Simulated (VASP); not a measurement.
# NaAl5O2 in VASP: a series of runs

The runs below take NaAl5O2 through single point, with PBE.

Program: VASP 6.6.1. These are calculated values, not measurements. Logs are shortened: lines on timing, memory, paths and dates and some standing lists are left out, and cuts for length are marked.

## Step 1: The cell of the first run

The typed cell holds 16 atoms: a = 2.899 Å, b = 2.899 Å, c = 29.070 Å, α = 92.87°, β = 92.87°, γ = 60.01°.

## Step 2: Single point, PBE

The input, INCAR:

```
SYSTEM = NaAl5O2
PREC = Accurate
ENCUT = 520
EDIFF = 1E-7
ISMEAR = 0
SIGMA = 0.1
LREAL = Auto
LASPH = .True.
NELM = 60
ALGO = Normal
ISIF = 2
LWAVE = .False.
LCHARG = .False.
GGA = PE
NBANDS = 48
```

The input, KPOINTS:

```
Automatic mesh
0
Gamma
  12 12 1
  0 0 0
```

The input, POSCAR:

```
NaAl5O2
1.0
    2.5105131273     -1.4497572677      0.0039173889
    2.5105131273      1.4497572677      0.0039173889
   -1.7285633516      0.0000000000     29.0181758735
Na Al O
2 10 4
Direct
    0.3641762485      0.3641762485      0.5923852123
    0.6358237515      0.6358237515      0.4076147877
    0.7284134435      0.7284134435      0.6859645171
    0.0000000000      0.0000000000      0.5000000000
    0.2715865565      0.2715865565      0.3140354829
    0.4209029349      0.4209029349      0.7627398968
    0.5790970651      0.5790970651      0.2372601032
    0.8599227442      0.8599227442      0.0790176657
    0.5000000000      0.5000000000      0.0000000000
    0.1400772558      0.1400772558      0.9209823343
    0.7802688392      0.7802688392      0.8417829010
    0.2197311608      0.2197311608      0.1582170990
    0.0499577116      0.0499577116      0.6502231723
    0.6785737704      0.6785737704      0.5348591892
    0.3214262296      0.3214262296      0.4651408108
    0.9500422884      0.9500422884      0.3497768277
```

Potentials or basis: VASP PAW PBE potentials, release 64 (Na_pv, Al, O).

Launch:

```sh
$ cat potpaw_PBE.64/Na_pv/POTCAR potpaw_PBE.64/Al/POTCAR potpaw_PBE.64/O/POTCAR > POTCAR
$ mpirun -np 1 vasp_std > vasp.out
```

OUTCAR:

```text
SYSTEM = NaAl5O2
   PREC = Accurate
   ENCUT = 520
   EDIFF = 1E-7
   ISMEAR = 0
   LREAL = Auto
   LASPH = .True.
   NELM = 60
   ISIF = 2
   GGA = PE

 ion  position               nearest neighbor table
   1  0.364  0.364  0.592-  14 2.36  14 2.36  14 2.37  13 2.37  13 2.37  13 2.37
   2  0.636  0.636  0.408-  15 2.36  15 2.36  15 2.37  16 2.37  16 2.37  16 2.37
   3  0.728  0.728  0.686-  13 1.97  13 1.97  13 1.97   6 2.79   6 2.79   6 2.79
   4  0.000  0.000  0.500-  14 1.95  15 1.95  14 1.96  14 1.96  15 1.96  15 1.96
   5  0.272  0.272  0.314-  16 1.97  16 1.97  16 1.97   7 2.79   7 2.79   7 2.79
   6  0.421  0.421  0.763-   3 2.79   3 2.79   3 2.79  11 2.84  11 2.84  11 2.84
[... 8 lines left out ...]
  15  0.321  0.321  0.465-   4 1.95   4 1.96   4 1.96   2 2.36   2 2.36   2 2.37
  16  0.950  0.950  0.350-   5 1.97   5 1.97   5 1.97   2 2.37   2 2.37   2 2.37

  LATTYP: Found a base centered monoclinic cell.
 ALAT       =     5.0210323673
 B/A-ratio  =     0.5774737790
 C/A-ratio  =     5.7895691455
 COS(beta)  =    -0.0579051899

  Lattice vectors:

 A1 = (   2.5105131273,  -1.4497572677,   0.0039173889)
 A2 = (   2.5105131273,   1.4497572677,   0.0039173889)
 A3 = (  -1.7285633516,   0.0000000000,  29.0181758735)

Analysis of symmetry for initial positions (statically):
=====================================================================
 Subroutine PRICEL returns:
 Original cell was already a primitive cell.

 Routine SETGRP: Setting up the symmetry group for a
 base centered monoclinic supercell.

 Subroutine GETGRP returns: Found  4 space group operations
 (whereof  4 operations were pure point group operations)
 out of a pool of  4 trial point group operations.

The static configuration has the point symmetry C_2h.

Analysis of symmetry for dynamics (positions and initial velocities):
=====================================================================
 Subroutine PRICEL returns:
 Original cell was already a primitive cell.

 Routine SETGRP: Setting up the symmetry group for a
 base centered monoclinic supercell.

 Subroutine GETGRP returns: Found  4 space group operations
 (whereof  4 operations were pure point group operations)
 out of a pool of  4 trial point group operations.

The dynamic configuration has the point symmetry C_2h.

 Subroutine INISYM returns: Found  4 space group operations
 (whereof  4 operations are pure point group operations),
 and found     1 'primitive' translations

----------------------------------------------------------------------------------------

                                     Primitive cell

  volume of cell :     211.2508

  direct lattice vectors                    reciprocal lattice vectors
     2.510513127 -1.449757268  0.003917389     0.199143961 -0.344885321  0.011862667
     2.510513127  1.449757268  0.003917389     0.199143961  0.344885321  0.011862667
    -1.728563352  0.000000000 29.018175873    -0.000053768  0.000000000  0.034457957

  length of vectors
     2.899049438  2.899049438 29.069614072     0.398428067  0.398428067  0.034457999

  position of ions in fractional coordinates (direct lattice)
     0.364176249  0.364176249  0.592385212
     0.635823751  0.635823751  0.407614788
     0.728413444  0.728413444  0.685964517
     0.000000000  0.000000000  0.500000000
     0.271586556  0.271586556  0.314035483
     0.420902935  0.420902935  0.762739897
[... 8 lines left out ...]
     0.321426230  0.321426230  0.465140811
     0.950042288  0.950042288  0.349776828

  ion indices of the primitive-cell ions
   primitive index   ion index
                 1           1
                 2           2
                 3           3
                 4           4
                 5           5
                 6           6
[... 8 lines left out ...]
                15          15
                16          16

----------------------------------------------------------------------------------------

 KPOINTS: Automatic mesh

Automatic generation of k-mesh.
 Grid dimensions read from file:
 generate k-points for:   12   12    1

 Generating k-lattice:

  Cartesian coordinates                     Fractional coordinates (reciprocal lattice)
     0.016595330 -0.028740443  0.000988556     0.083333333 -0.000000000  0.000000000
     0.016595330  0.028740443  0.000988556    -0.000000000  0.083333333  0.000000000
    -0.000053768  0.000000000  0.034457957     0.000000000  0.000000000  1.000000000

  Length of vectors
     0.033202339  0.033202339  0.034457999

  Shift w.r.t. Gamma in fractional coordinates (k-lattice)
     0.000000000  0.000000000  0.000000000

 Subroutine IBZKPT returns following result:
 ===========================================

 Found     43 irreducible k-points:

 Following reciprocal coordinates:
            Coordinates               Weight
  0.000000  0.000000  0.000000      1.000000
  0.083333 -0.000000  0.000000      4.000000
  0.166667 -0.000000  0.000000      4.000000
  0.250000 -0.000000  0.000000      4.000000
  0.333333 -0.000000 -0.000000      4.000000
  0.416667 -0.000000 -0.000000      4.000000
[... 16 lines left out ...]
  0.500000  0.166667  0.000000      4.000000
 -0.416667  0.166667 -0.000000      4.000000
 [... further k-points ...]
   k-points           NKPTS =     43   k-points in BZ     NKDIM =     43   number of bands    NBANDS=     48
   number of dos      NEDOS =    301   number of ions     NIONS =     16
   total plane-waves  NPLWV = 124416
   dimension x,y,z NGX =    24 NGY =   24 NGZ =  216
   dimension x,y,z NGXF=    48 NGYF=   48 NGZF=  432
   ions per type =               2  10   4
   NGX,Y,Z   is equivalent  to a cutoff of  13.76, 13.76, 12.35 a.u.
   NGXF,Y,Z  is equivalent  to a cutoff of  27.53, 27.53, 24.71 a.u.
 SYSTEM =  NaAl5O2
   PREC   = accura    normal or accurate (medium, high low for compatibility)
   ISTART =      0    job   : 0-new  1-cont  2-samecut
   ICHARG =      2    charge: 1-file 2-atom 10-const
   ISPIN  =      1    spin polarized calculation?
   LNONCOLLINEAR =      F non collinear calculations
   LSORBIT =      F    spin-orbit coupling
   LASPH  =      T    aspherical Exc in radial PAW
   ENCUT  =  520.0 eV  38.22 Ry    6.18 a.u.   5.39  5.39 54.05*2*pi/ulx,y,z
   NELM   =     60;   NELMIN=  2; NELMDL= -5     # of ELM steps
   EDIFF  = 0.1E-06   stopping-criterion for ELM
   LREAL  =      T    real-space projection
   EDIFFG = 0.1E-05   stopping-criterion for IOM
   NSW    =      0    number of steps for IOM
   IBRION =     -1    ionic relax: 0-MD 1-quasi-New 2-CG
   NFREE  =      0    steps in history (QN), initial steepest desc. (CG)
   ISIF   =      2    stress and relaxation
   ISYM   =      2    0-nonsym 1-usesym 2-fastsym
   POTIM  = 0.5000    time-step for ionic-motion
   TEBEG  =    0.0;   TEEND  =   0.0 temperature during run
   PSTRESS=    0.0 pullay stress
   NELECT =      68.0000    total number of electrons
   NUPDOWN=      -1.0000    fix difference up-down
   EMIN   =  10.00;   EMAX   =-10.00  energy-range for DOS
   EFERMI =   0.00;   METHOD = LEGACY
   ISMEAR =     0;   SIGMA  =   0.10  broadening in eV -4-tet -1-fermi 0-gaus
   EFERMI_NEDOS =   21; number of points for ismear=-14 and -15
   IALGO  =     38    algorithm
   IMIX   =      4    mixing-type and parameters
     AMIX     =   0.40;   BMIX     =  1.00
     AMIX_MAG =   1.60;   BMIX_MAG =  1.00
  volume/ion in A,a.u.               =      13.20        89.10
  Fermi-wavevector in a.u.,A,eV,Ry     =   1.121963  2.120202 17.127015  1.258800
  Thomas-Fermi vector in A             =   2.258620
   LORBIT       =      0    0 simple, 1 ext, 2 COOP (PROOUT), +10 PAW based schemes
   GGA     = PE    functional components
   LHFCALC =     F    Hartree Fock is set to
   AEXX    =    0.0000 exact exchange contribution
   IVDW    =     0    specifies the selected vdW correction
   LEPSILON=     F    determine dielectric tensor
   LRPA    =     F    only Hartree local field effects (RPA)
 non-spin polarized calculation
 Gauss-broadening in eV      SIGMA  =   0.10
  energy-cutoff  :      520.00
  volume of cell :      211.25
 maximum number of plane-waves:      5801
 NGX is ok and might be reduce to    24
   NGX = 11   NGY = 11   NGZ =107

 number of electron      67.9999981 magnetization

 Free energy of the ion-electron system (eV)
  ---------------------------------------------------
  ext. energy  EPLUGINS =         0.00000000
  ---------------------------------------------------
  free energy    TOTEN  =       -78.95218629 eV

  energy without entropy =      -78.93721682  energy(sigma->0) =      -78.94470155

 E-fermi :   8.0799     XC(G=0): -10.4212

 val. band max:        8.0676452255   @ k =   0.3333   0.3333  -0.0000
 cond. band min:       8.1109996714   @ k =   0.3333   0.0833  -0.0000
 fundamental gap:      0.0433544459
 Fermi energy:         8.0799328786

 k-point     1 :       0.0000    0.0000    0.0000
  band No.  band energies     occupation
      1     -17.5817      2.00000
      2     -17.5654      2.00000
      3     -17.4152      2.00000
      4     -17.4151      2.00000
      5     -17.4148      2.00000
      6     -17.4148      2.00000
[... 38 lines left out ...]
     45      17.9121      0.00000
     46      17.9135      0.00000

 k-point     2 :       0.0833   -0.0000    0.0000
  band No.  band energies     occupation
      1     -17.5710      2.00000
      2     -17.5560      2.00000
      3     -17.4391      2.00000
      4     -17.4387      2.00000
      5     -17.4195      2.00000
      6     -17.4195      2.00000
[... 38 lines left out ...]
     45      16.1793      0.00000
     46      16.7028      0.00000

 k-point     3 :       0.1667   -0.0000    0.0000
  band No.  band energies     occupation
      1     -17.5426      2.00000
      2     -17.5312      2.00000
      3     -17.5031      2.00000
      4     -17.5019      2.00000
      5     -17.4316      2.00000
      6     -17.4316      2.00000
[... 1018 lines left out ...]
     45      11.4401      0.00000
     46      12.0596      0.00000

 k-point    24 :      -0.4167    0.1667   -0.0000
  band No.  band energies     occupation
      1     -17.7183      2.00000
      2     -17.7181      2.00000
      3     -17.5352      2.00000
      4     -17.5352      2.00000
      5     -17.4238      2.00000
      6     -17.4230      2.00000
[... 38 lines left out ...]
     45      11.2584      0.00000
     46      11.8541      0.00000

 [... further k-points ...]

 [bands above 46 left out]

------------------------ aborting loop because EDIFF is reached ----------------------------------------

  FORCE on cell =-STRESS in cart. coord.  units (eV):
  Direction    XX          YY          ZZ          XY          YZ          ZX
  --------------------------------------------------------------------------------------
  -------------------------------------------------------------------------------------
  Total        0.0022059     -0.0134923     -0.0541008      0.0000000      0.0000000      0.0020255
  in kB        0.0167302     -0.1023290     -0.4103137      0.0000000      0.0000000      0.0153619
  external PRESSURE =      -0.1653042 kB  Pullay stress =       0.0000000 kB

 VOLUME and BASIS-vectors are now :
 -----------------------------------------------------------------------------
  energy-cutoff  :      520.00
  volume of cell :      211.25
      direct lattice vectors                 reciprocal lattice vectors
     2.510513127 -1.449757268  0.003917389     0.199143961 -0.344885321  0.011862667
     2.510513127  1.449757268  0.003917389     0.199143961  0.344885321  0.011862667
    -1.728563352  0.000000000 29.018175873    -0.000053768  0.000000000  0.034457957

 POSITION                                       TOTAL-FORCE (eV/Angst)
 -----------------------------------------------------------------------------------
      0.80456      0.00000     17.19279         0.000323      0.000000      0.000774
      2.48790      0.00000     11.83322        -0.000323      0.000000     -0.000774
      2.47165      0.00000     19.91115         0.005114      0.000000     -0.003967
     -0.86428      0.00000     14.50909         0.000000      0.000000      0.000000
      0.82081      0.00000      9.11486        -0.005114      0.000000      0.003967
      0.79492      0.00000     22.13662        -0.001102      0.000000      0.002860
[... 8 lines left out ...]
      0.80986      0.00000     13.50006         0.009295      0.000000      0.007825
      4.16558      0.00000     10.15733         0.004334      0.000000     -0.017168
 -----------------------------------------------------------------------------------
    total drift:                                0.000000      0.000000     -0.000000

  FREE ENERGIE OF THE ION-ELECTRON SYSTEM (eV)
  ---------------------------------------------------
  free  energy   TOTEN  =       -78.9521862907 eV

  energy  without entropy=      -78.9372168186  energy(sigma->0) =      -78.94470155
```

Run time: 11 min. Hardware: 1 thread of Intel Xeon Platinum 8259CL at 2.50GHz (Skylake/Cascade Lake), shared host; peak memory 0.49 GiB.

Results:

```
Free energy            : -78.9522 eV
Pressure               : 0.0 GPa
Largest force          : 0.018 eV/Å
Band gap on the k mesh : zero (band 34 reaches 10.49 eV, above the bottom of band 35 at 6.68 eV)
```

Forces in eV/Å, atoms in the order of the input:
```
Na   0.000  0.000  0.001
Na   0.000  0.000 -0.001
Al   0.005  0.000 -0.004
Al   0.000  0.000  0.000
Al  -0.005  0.000  0.004
Al  -0.001  0.000  0.003
Al   0.001  0.000 -0.003
Al  -0.002  0.000  0.002
Al   0.000  0.000  0.000
Al   0.002  0.000 -0.002
Al   0.002  0.000  0.002
Al  -0.002  0.000 -0.002
O   -0.004  0.000  0.017
O   -0.009  0.000 -0.008
O    0.009  0.000  0.008
O    0.004  0.000 -0.017
```

Levels at points of the mesh, in eV from the Fermi level:
```csv
k point,band 31,band 32,band 33,band 34,band 35,band 36,band 37,band 38
"(0.00, 0.00, 0.00)",-2.96,-1.45,-0.15,1.19,1.22,2.76,3.01,3.95
"(0.50, 0.00, 0.00)",-3.01,-2.98,-2.43,-1.76,-0.87,-0.64,0.25,0.55
"(0.50, 0.50, 0.00)",-3.01,-2.98,-2.43,-1.75,-0.87,-0.63,0.25,0.55
```

(Part 1 of 2 ends here.)
